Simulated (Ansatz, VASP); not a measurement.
Tl: VASP beside Ansatz

```
Tl
1.0
    -4.18044    4.14204    1.69390
     4.14204   -4.18044    1.69390
     2.29288    2.29288   -1.76424
Tl
2
Direct
  0.99880 0.00120 0.00000
  0.75120 0.24880 0.50000
```

Alike in both runs: task single point; functional PBEsol; k mesh 13 × 13 × 11; occupations fermi-dirac, width 0.1 eV; no spin polarisation.

```csv
,VASP,Ansatz
version,VASP 6.6.1,Ansatz 0.2.0
potentials or method,"VASP PAW PBE potentials, release 64 (Tl_d), cutoff 500 eV","plane waves (420 eV) with PAW, scalar-relativistic"
valence electrons in the cell,26,26
```

|  | VASP | Ansatz | Ansatz less VASP |
| --- | --- | --- | --- |
| pressure (GPa) | -3.0 | -2.9 | +0.05 |
| traceless stress, the component that is largest in VASP (GPa) | 0.23 | 0.23 | 0.000 |

VASP's potentials were made for PBE, not for PBEsol, and Ansatz warns of the same on its side.

Spin-orbit coupling is off throughout.
